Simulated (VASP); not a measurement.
Runs of VASP 6.6.1 on ZrSi3. The structure is that of space group Fm-3m (No. 225), or close to it. The cells are those of the table. The cell was generated, and may not be a known phase.

```csv
task,spin,cell,k mesh,cutoff (eV),gap on the mesh (eV),pressure (GPa),relaxed volume (Å³/atom)
single point,off,"a = 4.606 Å, angles 60.0°, 4 atoms",4 × 4 × 4,520,none,-0.3,-
relaxation of cell and atoms,off,"relaxed from a = 4.806 Å, angles 60.0°, 4 atoms",4 × 4 × 4,600,none,0.1,17.20
single point,collinear,"a = 4.606 Å, angles 60.0°, 4 atoms",4 × 4 × 4,520,none,-0.3,-
single point,off,"a = 4.586 Å, angles 60.0°, 4 atoms",12 × 12 × 12,520,none,0.0,-
single point,off,"a = 4.806 Å, angles 60.0°, 4 atoms",4 × 4 × 4,520,none,(a),-
relaxation of cell and atoms,off,"relaxed from a = 4.606 Å, angles 60.0°, 4 atoms",12 × 12 × 12,600,none,0.0,17.05
```

Alike in all rows: level PBE; potentials or basis VASP PAW PBE potentials, release 64 (Zr_sv, Si); smearing gaussian 0.1 eV.

Q: Estimate the missing entries.

A: (a) -9.8.

Caveats: some runs use coarse meshes.

A k mesh can miss the band edges, and the runs leave out spin-orbit coupling on Zr.

A gap of «none» marks levels without a gap at the run's occupations.
